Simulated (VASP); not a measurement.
A run of VASP 6.6.1:

File INCAR:

```
PREC = Accurate
ENCUT = 520
EDIFF = 1E-7
ISMEAR = -1
SIGMA = 0.05
LREAL = F
LASPH = T
NELM = 60
ALGO = Normal
ISIF = 2
LWAVE = F
LCHARG = F
GGA = CA
NBANDS = 21
```

KPOINTS

```
regular mesh
0
Gamma
  13 13 13
```

The input POSCAR:

```
Ge
1.0
    0.0000000000      2.1541261493      2.1541261493
    2.1541261493      0.0000000000      2.1541261493
    2.1541261493      2.1541261493      0.0000000000
Ge
2
Direct
   -0.1250000000     -0.1250000000     -0.1250000000
    0.1250000000      0.1250000000      0.1250000000
```

Potentials or basis: VASP PAW LDA potentials, release 64 (Ge_d).

Launch:

```bash
$ cat potpaw_LDA.64/Ge_d/POTCAR > POTCAR
$ mpirun -np 1 vasp_std > vasp.out
```

Hardware: 1 thread of Intel(R) Xeon(R) Platinum 8488C (Sapphire Rapids) (shared host).

Problem. How long does it take, and how much memory?

Solution. It took 32 s on 1 thread of Intel(R) Xeon(R) Platinum 8488C (Sapphire Rapids), on a shared host, peak memory 0.14 GiB. Counts: scf iterations 12, k points 84.
